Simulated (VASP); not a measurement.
Here is a VASP 6.6.1 calculation.

Contents of INCAR:

```
PREC     = Accurate       # precision mode
ENCUT    = 520            # plane-wave cutoff, eV
EDIFF    = 1E-7           # SCF threshold, eV
ISMEAR   = -1             # smearing method
SIGMA    = 0.02           # smearing width, eV
LREAL    = F              # projectors in reciprocal space
LASPH    = T              # aspherical terms in the spheres
NELM     = 80             # most SCF steps
ALGO     = Normal         # electronic algorithm
ISIF     = 2              # what is computed and relaxed
LWAVE    = F              # write WAVECAR
LCHARG   = F              # write CHGCAR
GGA      = PE             # functional
NBANDS   = 11             # bands
```

KPOINTS

```
regular mesh
0
Gamma
  10 10 10
```

Contents of POSCAR:

```
MgO
1.0
    0.0000000000      2.1471391277      2.2820056624
    2.1471391277      0.0000000000      2.2820056624
    2.1471391277      2.1471391277      0.0000000000
Mg O
1 1
Direct
    0.0000000000      0.0000000000      0.0000000000
    0.2500000000      0.2500000000      0.2500000000
```

Potentials or basis: VASP PAW PBE potentials, release 64 (Mg, O).

Command:

```console
$ cat potpaw_PBE.64/Mg/POTCAR potpaw_PBE.64/O/POTCAR > POTCAR
$ mpirun -np 1 vasp_std > vasp.out
```

Predict the band gap on the k mesh.

4.29 eV, indirect (least direct gap 4.31 eV).

What does it give for the pressure?

23.4 GPa.

Stress tensor (GPa, compression positive):
```
24.08  0.00  0.00
 0.00 24.08  0.00
 0.00  0.00 22.13
```

Caveat: the cell differs from its parent crystal (biaxial xy strain -5.9%). A k mesh can miss the band edges.
